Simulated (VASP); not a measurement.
Wanted: the native input for a VASP 6.6.1 run.

```
Task                   : single point
Functional             : r2SCAN
Potentials or basis    : VASP PAW PBE potentials, release 64 (La, Na_pv)
Cutoff                 : 520 eV
k mesh                 : 5 × 5 × 3
Occupations            : fermi-dirac, width 0.05 eV
Spin                   : no spin polarisation
Dipole correction      : no
Further INCAR settings : ALGO = Normal; EDIFF = 1e-06; NBANDS = 16
```

Crystal: NaLa.

```
La Na
1.0
     3.60625    0.00000    0.00000
    -1.80313    3.12310    0.00000
     0.00000    0.00000    6.48378
La Na
1 1
Direct
  0.33333 0.66667 0.50000
  0.00000 0.00000 0.00000
```

One way to write it, as run:

POSCAR

```
NaLa
1.0
    3.6062507687      0.0000000000      0.0000000000
   -1.8031253843      3.1231047781      0.0000000000
    0.0000000000      0.0000000000      6.4837820000
La Na
1 1
Direct
    0.3333333333      0.6666666667      0.5000000000
    0.0000000000      0.0000000000      0.0000000000
```

INCAR.step1

```
ALGO = Normal ; EDIFF = 1E-4
ENCUT = 520 ; GGA = PE
ISMEAR = -1 ; LASPH = True
LCHARG = False ; LREAL = False
LWAVE = True ; NBANDS = 16
NELM = 80 ; PREC = Accurate
SIGMA = 0.05
```

INCAR.step2

```
ALGO = Normal ; EDIFF = 1E-6
ENCUT = 520 ; ISIF = 2
ISMEAR = -1 ; ISTART = 1
LASPH = True ; LCHARG = False
LMIXTAU = True ; LREAL = False
LWAVE = False ; METAGGA = R2SCAN
NBANDS = 16 ; NELM = 80
PREC = Accurate ; SIGMA = 0.05
```

KPOINTS

```
k-points
0
Gamma
  5 5 3
```

Potentials or basis: VASP PAW PBE potentials, release 64 (La, Na_pv).

Command:

```sh
$ cat potpaw_PBE.64/La/POTCAR potpaw_PBE.64/Na_pv/POTCAR > POTCAR
$ cp INCAR.step1 INCAR
$ mpirun -np 1 vasp_std > vasp.out
$ cp INCAR.step2 INCAR
$ mpirun -np 1 vasp_std > vasp.out
```

Results of the run:

- Pressure: 0.3 GPa
- Band gap on the k mesh: zero (band 9 reaches 4.15 eV, above the bottom of band 10 at 3.95 eV)

Caveat: the k points lie up to 0.40 Å⁻¹ apart; the PAW data sets were made with another functional, which shifts forces and pressure a little; spin-orbit coupling is left out, which moves the levels of the heavy elements.

Run time: 3.5 min on 1 thread of AMD EPYC 7R13 (shared host), peak memory 0.18 GiB.
